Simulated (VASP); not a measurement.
ZrO2, 3 atoms in the cell. It takes space group Fm-3m (No. 225, cubic). The conventional cell has a = 5.140 Å, b = 5.140 Å, c = 5.140 Å, α = 90.00°, β = 90.00°, γ = 90.00°. Within 2.9 Å of Zr (site symmetry m-3m) lie 8 O at 2.23 Å. O (site symmetry -43m) has 4 Zr at 2.23 Å and 6 O at 2.57 Å within 2.9 Å. 

```yaml
Program: VASP 6.6.1
Task: single point
Functional: r2SCAN
Potentials_or_basis: VASP PAW PBE potentials, release 64 (Zr_sv, O)
Cutoff: 660 eV
k_mesh: 8 × 8 × 8
Occupations: gaussian, width 0.01 eV
Spin: no spin polarisation
Dipole_correction: no
Further_INCAR_settings: ALGO = Normal; EDIFF = 1e-06; NBANDS = 19
```

Potentials or basis: VASP PAW PBE potentials, release 64 (Zr_sv, O).

Run with:

```bash
$ cat potpaw_PBE.64/Zr_sv/POTCAR potpaw_PBE.64/O/POTCAR > POTCAR
$ cp INCAR.step1 INCAR
$ mpirun -np 1 vasp_std > vasp.out
$ cp INCAR.step2 INCAR
$ mpirun -np 1 vasp_std > vasp.out
```

Hardware: 1 thread of Intel Xeon 8259CL, on a shared host.

Estimate the wall time of this run.

Wall time 110 s on 1 thread of Intel Xeon 8259CL, with other jobs on the host, peak memory 0.18 GiB. Counts: k points 29.
